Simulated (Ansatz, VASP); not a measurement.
**Two plane-wave programs on Sn**

INCAR

```
PREC = Accurate
ENCUT = 520
EDIFF = 1E-7
ISMEAR = 0
SIGMA = 0.15
LREAL = F
LASPH = T
NELM = 100
ALGO = Fast
ISIF = 2
LWAVE = F
LCHARG = F
GGA = PS
NBANDS = 21
```

The input KPOINTS:

```
Automatic mesh
0
Gamma
  20 20 12
```

The input POSCAR:

```
Sn
1.0
   -1.8723950223      1.8723950223      1.8723950223
    1.8723950223     -1.8723950223      1.8723950223
    3.7447900446      3.7447900446      0.0000000000
Sn
2
Direct
    0.1068150671      0.1068150671      0.0000000000
    0.3931849329      0.3931849329      0.5000000000
```

Input for Ansatz:

```yaml
crystal:
  lattice:
    - [-1.8723950223, 1.8723950223, 1.8723950223]
    - [1.8723950223, -1.8723950223, 1.8723950223]
    - [3.7447900446, 3.7447900446, 0.0]
  atoms:
    - { symbol: Sn, position: [0.1068150671, 0.1068150671, 0.0] }
    - { symbol: Sn, position: [0.3931849329, 0.3931849329, 0.5] }
basis:
  ecutwfc: 420
kpoints:
  mp_grid: { grid: [20, 20, 12] }
hamiltonian:
  xc: pbesol
scf:
  occupations: { method: gaussian, width: 0.15 }
output:
  forces: true
  stress: true
  eigenvalues: true
```

Change from the starting cell: mode 5 (36.0 1/cm) frozen in, largest displacement -0.400 Å.

Alike in both runs: task single point; functional PBEsol; k mesh 20 × 20 × 12; occupations gaussian, width 0.15 eV; no spin polarisation.

```csv
,VASP,Ansatz
version,VASP 6.6.1,Ansatz 0.2.0
potentials or method,"VASP PAW PBE potentials, release 64 (Sn_d), cutoff 520 eV","scalar-relativistic, plane waves, PAW"
valence electrons in the cell,28,28
```

Ansatz gave:

```
gap on the k mesh at the Fermi level (eV)                     : none
pressure (GPa)                                                : 2.3
traceless stress, the component that is largest in VASP (GPa) : 5.48
rms of the force components (eV/Å)                            : 0.251
```

Question: Which values does VASP return?

Answer: gap on the k mesh at the Fermi level (eV): none; pressure (GPa): 2.2; traceless stress, the component that is largest in VASP (GPa): 5.47; rms of the force components (eV/Å): 0.251.

VASP's potentials were made for PBE, not for PBEsol. Atom by atom the forces differ by 0.001 eV/Å (rms over components). A gap of «none» marks a metal or a gap that the smearing closes.
